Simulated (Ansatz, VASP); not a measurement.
# Ti3SnO8 in VASP and in Ansatz

```
CELL_PARAMETERS angstrom
3.27964 -3.28018 0.00000
3.27964 3.28018 0.00000
0.00000 0.00000 6.03914
ATOMIC_POSITIONS crystal
Ti 0.50000 0.50000 0.24501
Ti 0.00000 0.00000 0.00000
Ti 0.50000 0.50000 0.75499
O 0.19980 0.19980 0.23833
O 0.80020 0.80020 0.23833
O 0.69462 0.30538 0.00000
O 0.30538 0.69462 0.00000
O 0.19980 0.19980 0.76167
O 0.80020 0.80020 0.76167
O 0.68797 0.31203 0.50000
O 0.31203 0.68797 0.50000
Sn 0.00000 0.00000 0.50000
```

Alike in both runs: task single point; functional PBE; k mesh 6 × 6 × 4; occupations fermi-dirac, width 0.02 eV; no spin polarisation.

|  | VASP | Ansatz |
| --- | --- | --- |
| version | VASP 6.6.1 | Ansatz 0.2.0 |
| potentials or method | VASP PAW PBE potentials, release 64 (Ti_sv, O, Sn_d) | plane waves, PAW |
| plane-wave cutoff (eV) | 520 | 420 |
| valence electrons in the cell | 98 | 98 |

Ansatz gave:

* gap on the k mesh at the Fermi level (eV): 1.76
* pressure (GPa): 6.0
* rms of the force components (eV/Å): 0.075

Task: Estimate VASP's values.

Result: gap on the k mesh at the Fermi level (eV): 1.74; pressure (GPa): 6.7; rms of the force components (eV/Å): 0.082.

The functional is the same, so the differences come from potentials, cutoffs and numerics.
